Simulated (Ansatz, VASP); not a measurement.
# HfSi: VASP beside Ansatz

The input POSCAR:

```
HfSi
1.0
    3.7751575191      0.0000000000      0.0000000000
    0.0000000000      5.2250393615      0.0000000000
    0.0000000000      0.0000000000      6.8628443940
Hf Si
4 4
Direct
    0.7500000000      0.8738698321      0.1756138749
    0.2500000000      0.3738698321      0.3243861251
    0.7500000000      0.6261301679      0.6756138749
    0.2500000000      0.1261301679      0.8243861251
    0.7500000000      0.3609393239      0.0428633008
    0.2500000000      0.8609393239      0.4571366992
    0.7500000000      0.1390606761      0.5428633008
    0.2500000000      0.6390606761      0.9571366992
```

The input INCAR.step1:

```
PREC = Accurate
ENCUT = 520
ISMEAR = 0
SIGMA = 0.1
LREAL = False
LASPH = True
NELM = 80
NBANDS = 38
GGA = PE
ALGO = Normal
EDIFF = 1E-4
LWAVE = True
LCHARG = False
```

Contents of INCAR.step2:

```
PREC = Accurate
ENCUT = 520
EDIFF = 1E-6
ISMEAR = 0
SIGMA = 0.1
LREAL = False
LASPH = True
NELM = 80
ALGO = Normal
ISIF = 2
LWAVE = False
LCHARG = False
METAGGA = R2SCAN
LMIXTAU = True
NBANDS = 38
ISTART = 1
```

Contents of KPOINTS:

```
regular mesh
0
Gamma
  9 7 5
```

Input for Ansatz:

```yaml
crystal:
  lattice:
    - [3.7751575197, 0.0, 0.0]
    - [0.0, 5.2250393632, 0.0]
    - [0.0, 0.0, 6.8628443887]
  atoms:
    - { symbol: Hf, position: [0.75, 0.8738698323, 0.1756138746] }
    - { symbol: Hf, position: [0.25, 0.3738698323, 0.3243861254] }
    - { symbol: Hf, position: [0.75, 0.6261301677, 0.6756138746] }
    - { symbol: Hf, position: [0.25, 0.1261301677, 0.8243861254] }
    - { symbol: Si, position: [0.75, 0.360939324, 0.0428633008] }
    - { symbol: Si, position: [0.25, 0.860939324, 0.4571366992] }
    - { symbol: Si, position: [0.75, 0.139060676, 0.5428633008] }
    - { symbol: Si, position: [0.25, 0.639060676, 0.9571366992] }
basis:
  ecutwfc: 500
kpoints:
  mp_grid: { grid: [9, 7, 5] }
hamiltonian:
  xc: r2scan
scf:
  occupations: { method: gaussian, width: 0.1 }
output:
  forces: true
  stress: true
  eigenvalues: true
  write_density: true
  write_potential: true
  elf: true
  volumetric_format: npy
```

Alike in both runs: task single point; functional r2SCAN; k mesh 9 × 7 × 5; occupations gaussian, width 0.1 eV; no spin polarisation.

|  | VASP | Ansatz |
| --- | --- | --- |
| version | VASP 6.6.1 | Ansatz 0.2.0 |
| potentials or method | VASP PAW PBE potentials, release 64 (Hf_pv, Si), cutoff 520 eV | scalar-relativistic, plane waves, PAW |
| valence electrons in the cell | 56 | 120 |

VASP gave:

| Item | Value |
| --- | --- |
| gap on the k mesh at the Fermi level (eV) | none |
| pressure (GPa) | -0.3 |
| traceless stress, the component that is largest in VASP (GPa) | 0.10 |
| rms of the force components (eV/Å) | 0.006 |

Q: What did Ansatz give for the same quantities?

A: gap on the k mesh at the Fermi level (eV): none; pressure (GPa): 0.0; traceless stress, the component that is largest in VASP (GPa): 0.08; rms of the force components (eV/Å): 0.004.

VASP's potentials were made for PBE, not for r2SCAN. Atom by atom the forces differ by 0.002 eV/Å (rms over components). A gap of «none» marks a metal or a gap that the smearing closes. VASP's potentials hold 56 valence electrons a cell and Ansatz's 120, so a difference there can come from the potentials and not from the codes.

Spin-orbit coupling is off throughout.
